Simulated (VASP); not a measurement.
# NaVS2 (R-3m) in VASP: further runs

NaVS2 is run at these levels: LDA; tasks: single point.

Program: VASP 6.6.1. These are calculated values, not measurements. Logs are shortened: lines on timing, memory, paths and dates and some standing lists are left out, and cuts for length are marked.

### Step 1. The cell of the first run

The structure is trigonal, space group R-3m (No. 166). The conventional cell has a = 3.525 Å, b = 3.525 Å, c = 18.987 Å, α = 90.00°, β = 90.00°, γ = 120.00°. Within 3.6 Å of Na (site symmetry -3m) lie 6 S at 2.75 Å and 6 Na at 3.53 Å. Within 3.2 Å of V (site symmetry -3m) lie 6 S at 2.42 Å. S (site symmetry 3m) has 3 V at 2.42 Å and 3 Na at 2.75 Å within 3.2 Å.

### Step 2. Single point, LDA, collinear spin, ferromagnetic start (volume scaled by 0.94)

The input, INCAR:

```
PREC     = Accurate       # precision mode
ENCUT    = 520            # plane-wave cutoff, eV
EDIFF    = 1E-6           # SCF threshold, eV
ISMEAR   = -1             # smearing method
SIGMA    = 0.03           # smearing width, eV
LREAL    = F              # projectors in reciprocal space
LASPH    = T              # aspherical terms in the spheres
NELM     = 150            # most SCF steps
ALGO     = Normal         # electronic algorithm
ISIF     = 2              # what is computed and relaxed
LWAVE    = F              # write WAVECAR
LCHARG   = F              # write CHGCAR
ISPIN    = 2              # spin polarisation
MAGMOM   = 0 2 0 0        # initial moments
LORBIT   = 11             # projections on sites
LMAXMIX  = 4              # l up to which the mixer works
GGA      = CA             # functional
NBANDS   = 28             # bands
```

The input, KPOINTS:

```
regular mesh
0
Gamma
  11 11 11
```

The input, POSCAR:

```
NaVS2
1.0
    1.7625702752      1.0176204228      6.3291594297
   -1.7625702752      1.0176204228      6.3291594297
    0.0000000000     -2.0352408457      6.3291594297
Na V S
1 1 2
Direct
    0.5000000000      0.5000000000      0.5000000000
    0.0000000000      0.0000000000      0.0000000000
    0.2643788700      0.2643788700      0.2643788700
    0.7356211300      0.7356211300      0.7356211300
```

Potentials or basis: VASP PAW LDA potentials, release 64 (Na_pv, V_sv, S).

Run with:

```
$ cat potpaw_LDA.64/Na_pv/POTCAR potpaw_LDA.64/V_sv/POTCAR potpaw_LDA.64/S/POTCAR > POTCAR
$ mpirun -np 1 vasp_std > vasp.out
```

OUTCAR:

```text
PREC = Accurate
   ENCUT = 520
   EDIFF = 1E-6
   ISMEAR = -1
   LREAL = F
   LASPH = T
   NELM = 150
   ISIF = 2
   ISPIN = 2
   LORBIT = 11
   GGA = CA

 ion  position               nearest neighbor table
   1  0.500  0.500  0.500-   3 2.75   4 2.75   3 2.75   3 2.75   4 2.75   4 2.75
   2  0.000  0.000  0.000-   4 2.42   3 2.42   4 2.42   4 2.42   3 2.42   3 2.42
   3  0.264  0.264  0.264-   2 2.42   2 2.42   2 2.42   1 2.75   1 2.75   1 2.75
   4  0.736  0.736  0.736-   2 2.42   2 2.42   2 2.42   1 2.75   1 2.75   1 2.75

  LATTYP: Found a trigonal (rhomboedric) cell.
 ALAT       =     6.6483429805
 COS(alpha) =     0.8594288989

  Lattice vectors:

 A1 = (   1.7625702752,   1.0176204228,   6.3291594297)
 A2 = (  -1.7625702752,   1.0176204228,   6.3291594297)
 A3 = (   0.0000000000,  -2.0352408457,   6.3291594297)

Analysis of symmetry for initial positions (statically):
=====================================================================
 Subroutine PRICEL returns:
 Original cell was already a primitive cell.

 Routine SETGRP: Setting up the symmetry group for a
 trigonal (rhombohedral) supercell.

 Subroutine GETGRP returns: Found 12 space group operations
 (whereof 12 operations were pure point group operations)
 out of a pool of 12 trial point group operations.

The static configuration has the point symmetry D_3d.

Analysis of symmetry for dynamics (positions and initial velocities):
=====================================================================
 Subroutine PRICEL returns:
 Original cell was already a primitive cell.

 Routine SETGRP: Setting up the symmetry group for a
 trigonal (rhombohedral) supercell.

 Subroutine GETGRP returns: Found 12 space group operations
 (whereof 12 operations were pure point group operations)
 out of a pool of 12 trial point group operations.

The dynamic configuration has the point symmetry D_3d.

Analysis of structural, dynamic, and magnetic symmetry:
=====================================================================
 Subroutine PRICEL returns:
 Original cell was already a primitive cell.

 Routine SETGRP: Setting up the symmetry group for a
 trigonal (rhombohedral) supercell.

 Subroutine GETGRP returns: Found 12 space group operations
 (whereof 12 operations were pure point group operations)
 out of a pool of 12 trial point group operations.

The overall configuration has the point symmetry D_3d.

 Subroutine INISYM returns: Found 12 space group operations
 (whereof 12 operations are pure point group operations),
 and found     1 'primitive' translations

----------------------------------------------------------------------------------------

                                     Primitive cell

  volume of cell :      68.1129

  direct lattice vectors                    reciprocal lattice vectors
     1.762570275  1.017620423  6.329159430     0.283676632  0.163780780  0.052666288
    -1.762570275  1.017620423  6.329159430    -0.283676632  0.163780780  0.052666288
     0.000000000 -2.035240846  6.329159430     0.000000000 -0.327561560  0.052666288

  length of vectors
     6.648342981  6.648342981  6.648342981     0.331768464  0.331768464  0.331768464

  position of ions in fractional coordinates (direct lattice)
     0.500000000  0.500000000  0.500000000
     0.000000000  0.000000000  0.000000000
     0.264378870  0.264378870  0.264378870
     0.735621130  0.735621130  0.735621130

  ion indices of the primitive-cell ions
   primitive index   ion index
                 1           1
                 2           2
                 3           3
                 4           4

----------------------------------------------------------------------------------------

 KPOINTS: regular mesh

Automatic generation of k-mesh.
 Grid dimensions read from file:
 generate k-points for:   11   11   11

 Generating k-lattice:

  Cartesian coordinates                     Fractional coordinates (reciprocal lattice)
     0.025788785  0.014889162  0.004787844     0.090909091  0.000000000  0.000000000
    -0.025788785  0.014889162  0.004787844     0.000000000  0.090909091  0.000000000
     0.000000000 -0.029778324  0.004787844    -0.000000000 -0.000000000  0.090909091

  Length of vectors
     0.030160769  0.030160769  0.030160769

  Shift w.r.t. Gamma in fractional coordinates (k-lattice)
     0.000000000  0.000000000  0.000000000

 Subroutine IBZKPT returns following result:
 ===========================================

 Found    146 irreducible k-points:

 Following reciprocal coordinates:
            Coordinates               Weight
  0.000000  0.000000  0.000000      1.000000
  0.090909 -0.000000 -0.000000      6.000000
  0.181818  0.000000  0.000000      6.000000
  0.272727  0.000000 -0.000000      6.000000
  0.363636  0.000000 -0.000000      6.000000
  0.454545  0.000000 -0.000000      6.000000
[... 16 lines left out ...]
 -0.272727  0.181818  0.000000     12.000000
 -0.181818  0.181818  0.000000      6.000000
 [... further k-points ...]
   k-points           NKPTS =    146   k-points in BZ     NKDIM =    146   number of bands    NBANDS=     28
   number of dos      NEDOS =    301   number of ions     NIONS =      4
   total plane-waves  NPLWV = 125000
   dimension x,y,z NGX =    50 NGY =   50 NGZ =   50
   dimension x,y,z NGXF=   100 NGYF=  100 NGZF=  100
   ions per type =               1   1   2
   NGX,Y,Z   is equivalent  to a cutoff of  12.50, 12.50, 12.50 a.u.
   NGXF,Y,Z  is equivalent  to a cutoff of  25.01, 25.01, 25.01 a.u.
 SYSTEM =  unknown system
   PREC   = accura    normal or accurate (medium, high low for compatibility)
   ISTART =      0    job   : 0-new  1-cont  2-samecut
   ICHARG =      2    charge: 1-file 2-atom 10-const
   ISPIN  =      2    spin polarized calculation?
   LNONCOLLINEAR =      F non collinear calculations
   LSORBIT =      F    spin-orbit coupling
   LASPH  =      T    aspherical Exc in radial PAW
   ENCUT  =  520.0 eV  38.22 Ry    6.18 a.u.  12.36 12.36 12.36*2*pi/ulx,y,z
   NELM   =    150;   NELMIN=  2; NELMDL= -5     # of ELM steps
   EDIFF  = 0.1E-05   stopping-criterion for ELM
   LREAL  =      F    real-space projection
   EDIFFG = 0.1E-04   stopping-criterion for IOM
   NSW    =      0    number of steps for IOM
   IBRION =     -1    ionic relax: 0-MD 1-quasi-New 2-CG
   NFREE  =      0    steps in history (QN), initial steepest desc. (CG)
   ISIF   =      2    stress and relaxation
   ISYM   =      2    0-nonsym 1-usesym 2-fastsym
   POTIM  = 0.5000    time-step for ionic-motion
   TEBEG  =    0.0;   TEEND  =   0.0 temperature during run
   PSTRESS=    0.0 pullay stress
   NELECT =      32.0000    total number of electrons
   NUPDOWN=      -1.0000    fix difference up-down
   EMIN   =  10.00;   EMAX   =-10.00  energy-range for DOS
   EFERMI =   0.00;   METHOD = LEGACY
   ISMEAR =    -1;   SIGMA  =   0.03  broadening in eV -4-tet -1-fermi 0-gaus
   EFERMI_NEDOS =   21; number of points for ismear=-14 and -15
   IALGO  =     38    algorithm
   IMIX   =      4    mixing-type and parameters
     AMIX     =   0.40;   BMIX     =  1.00
     AMIX_MAG =   1.60;   BMIX_MAG =  1.00
  volume/ion in A,a.u.               =      17.03       114.91
  Fermi-wavevector in a.u.,A,eV,Ry     =   1.272668  2.404993 22.037121  1.619683
  Thomas-Fermi vector in A             =   2.405533
   LORBIT       =     11    0 simple, 1 ext, 2 COOP (PROOUT), +10 PAW based schemes
   GGA     = CA    functional components
   LHFCALC =     F    Hartree Fock is set to
   AEXX    =    0.0000 exact exchange contribution
   IVDW    =     0    specifies the selected vdW correction
   LEPSILON=     F    determine dielectric tensor
   LRPA    =     F    only Hartree local field effects (RPA)
 spin polarized calculation
  energy-cutoff  :      520.00
  volume of cell :       68.11
 maximum number of plane-waves:      1866
 NGX is ok and might be reduce to    50
   NGX = 25   NGY = 25   NGZ = 25

 number of electron      31.9999995 magnetization       0.5991524

 Free energy of the ion-electron system (eV)
  ---------------------------------------------------
  ext. energy  EPLUGINS =         0.00000000
  ---------------------------------------------------
  free energy    TOTEN  =       -24.81580397 eV

  energy without entropy =      -24.79952007  energy(sigma->0) =      -24.80766202

 E-fermi :   5.9034     XC(G=0): -10.5714

 val. band max:        5.9032163645   @ k =  -0.4545   0.3636   0.2727
 cond. band min:       5.9035485444   @ k =   0.4545   0.3636   0.2727
 fundamental gap:      0.0003321799
 Fermi energy:         5.9034331582

 spin component 1

 k-point     1 :       0.0000    0.0000    0.0000
  band No.  band energies     occupation
      1     -58.5180      1.00000
      2     -32.8307      1.00000
      3     -32.8307      1.00000
      4     -32.6399      1.00000
      5     -18.0832      1.00000
      6     -18.0468      1.00000
[... 20 lines left out ...]
     27      15.4206      0.00000
[... 691 lines left out ...]
      6     -18.0715      1.00000
[... 20 lines left out ...]
     27      14.6360      0.00000
     28      15.4958      0.00000

 [... further k-points ...]

 spin component 2

 k-point     1 :       0.0000    0.0000    0.0000
  band No.  band energies     occupation
      1     -58.0041      1.00000
      2     -32.3350      1.00000
      3     -32.3350      1.00000
      4     -32.1302      1.00000
      5     -18.0838      1.00000
      6     -18.0467      1.00000
[... 20 lines left out ...]
     27      15.5166      0.00000
[... 691 lines left out ...]
      6     -18.0722      1.00000
[... 20 lines left out ...]
     27      14.7067      0.00000
     28      15.5678      0.00000

 [... further k-points ...]
[... 5 lines left out ...]
  --------------------------------------------------------------------------------------
  -------------------------------------------------------------------------------------
  Total       -3.1925116     -3.1925116     -0.2748547      0.0000000      0.0000000     -0.0000000
  in kB      -75.0954322    -75.0954322     -6.4652339      0.0000000      0.0000000     -0.0000000
  external PRESSURE =     -52.2186994 kB  Pullay stress =       0.0000000 kB

 VOLUME and BASIS-vectors are now :
 -----------------------------------------------------------------------------
  energy-cutoff  :      520.00
  volume of cell :       68.11
      direct lattice vectors                 reciprocal lattice vectors
     1.762570275  1.017620423  6.329159430     0.283676632  0.163780780  0.052666288
    -1.762570275  1.017620423  6.329159430    -0.283676632  0.163780780  0.052666288
     0.000000000 -2.035240846  6.329159430     0.000000000 -0.327561560  0.052666288

 POSITION                                       TOTAL-FORCE (eV/Angst)
 -----------------------------------------------------------------------------------
      0.00000     -0.00000      9.49374        -0.000000      0.000000      0.000000
      0.00000      0.00000      0.00000         0.000000      0.000000      0.000000
      0.00000     -0.00000      5.01989        -0.000000     -0.000000      0.093387
      0.00000     -0.00000     13.96759        -0.000000      0.000000     -0.093387
 -----------------------------------------------------------------------------------
    total drift:                                0.000000     -0.000000     -0.000000

  FREE ENERGIE OF THE ION-ELECTRON SYSTEM (eV)
  ---------------------------------------------------
  free  energy   TOTEN  =       -24.8158039664 eV

  energy  without entropy=      -24.7995200682  energy(sigma->0) =      -24.80766202

 total charge

# of ion       s       p       d       tot
------------------------------------------
    1        0.065   5.993   0.000   6.058
    2        2.231   6.193   3.011  11.435
    3        1.326   2.422   0.000   3.748
    4        1.326   2.422   0.000   3.748
--------------------------------------------------
tot          4.947  17.031   3.011  24.989

 magnetization (x)

# of ion       s       p       d       tot
------------------------------------------
    1        0.001  -0.000   0.000   0.000
    2        0.005   0.005   0.539   0.548
    3       -0.001  -0.007   0.000  -0.008
    4       -0.001  -0.007   0.000  -0.008
--------------------------------------------------
tot          0.004  -0.010   0.539   0.533
```

Run time: 29 min. Hardware: 1 thread of Intel Xeon Platinum 8488C (Sapphire Rapids), shared host; peak memory 0.58 GiB.

What came out:

```
Free energy                                           : -24.8158 eV
Pressure                                              : -5.2 GPa
Largest force                                         : 0.093 eV/Å
Net moment                                            : 0.60 μB per cell
Site moments                                          : Na +0.00; V +0.55; S -0.01 μB
Valence electrons inside the program's atomic spheres : Na 6.06; V 11.44; S 3.75
```

Forces on the atoms (eV/Å):
```
Na   0.000  0.000  0.000
V    0.000  0.000  0.000
S    0.000  0.000  0.093
S    0.000  0.000 -0.093
```

Levels at points of the mesh, in eV from the Fermi level:
Spin up:
| k point | band 14 | band 15 | band 16 | band 17 | band 18 | band 19 |
| --- | --- | --- | --- | --- | --- | --- |
| (0.00, 0.00, 0.00) | -1.16 | -1.16 | -0.68 | -0.68 | -0.16 | 2.24 |
Spin down:
| k point | band 13 | band 14 | band 15 | band 16 | band 17 | band 18 | band 19 | band 20 |
| --- | --- | --- | --- | --- | --- | --- | --- | --- |
| (0.00, 0.00, 0.00) | -1.73 | -1.15 | -1.15 | -0.26 | -0.26 | 0.27 | 2.45 | 2.45 |

### Step 3. Single point, LDA (volume scaled by 1.06)

The input, INCAR:

```
ALGO     = Normal         # electronic algorithm
EDIFF    = 1E-6           # SCF threshold, eV
ENCUT    = 500            # plane-wave cutoff, eV
GGA      = CA             # functional
GGA_COMPAT= F            
ISIF     = 2              # what is computed and relaxed
ISMEAR   = -1             # smearing method
LASPH    = T              # aspherical terms in the spheres
LCHARG   = F              # write CHGCAR
LREAL    = F              # projectors in reciprocal space
LWAVE    = F              # write WAVECAR
NBANDS   = 24             # bands
NELM     = 120            # most SCF steps
PREC     = Accurate       # precision mode
SIGMA    = 0.03           # smearing width, eV
```

The input, KPOINTS:

```
k-points
0
Gamma
  11 11 11
```

The input, POSCAR:

```
NaVS2
1.0
    1.8345903816      1.0592012507      6.5877742164
   -1.8345903816      1.0592012507      6.5877742164
    0.0000000000     -2.1184025013      6.5877742164
Na V S
1 1 2
Direct
    0.5000000000      0.5000000000      0.5000000000
    0.0000000000      0.0000000000      0.0000000000
    0.2643788700      0.2643788700      0.2643788700
    0.7356211300      0.7356211300      0.7356211300
```

Potentials or basis: VASP PAW LDA potentials, release 64 (Na_pv, V_sv, S).

Run with:

```
$ cat potpaw_LDA.64/Na_pv/POTCAR potpaw_LDA.64/V_sv/POTCAR potpaw_LDA.64/S/POTCAR > POTCAR
$ mpirun -np 1 vasp_std > vasp.out
```

Wall time 22 min (1 thread of Intel Xeon 8259CL, shared host); peak memory 0.45 GiB.

The run converged. Its results:

| Property | Result |
| --- | --- |
| Free energy | -24.3088 eV |
| Pressure | -12.6 GPa |
| Largest force | 0.794 eV/Å |
| Band gap on the k mesh | zero (band 16 reaches 4.74 eV, above the bottom of band 17 at 4.34 eV) |

Forces in eV/Å, atoms in the order of the input:
```
Na   0.000  0.000  0.000
V    0.000  0.000  0.000
S    0.000  0.000  0.794
S    0.000  0.000 -0.794
```

Stress tensor (GPa, compression positive):
```
-14.60   0.00   0.00
  0.00 -14.60   0.00
  0.00   0.00  -8.58
```

Levels at points of the mesh, in eV from the Fermi level:
| k point | band 12 | band 13 | band 14 | band 15 | band 16 | band 17 | band 18 | band 19 | band 20 | band 21 |
| --- | --- | --- | --- | --- | --- | --- | --- | --- | --- | --- |
| (0.00, 0.00, 0.00) | -3.38 | -1.63 | -1.14 | -1.14 | -0.34 | -0.34 | 0.11 | 2.00 | 2.00 | 2.86 |

Caveat: the run has no spin polarisation, though such a crystal can be magnetic.
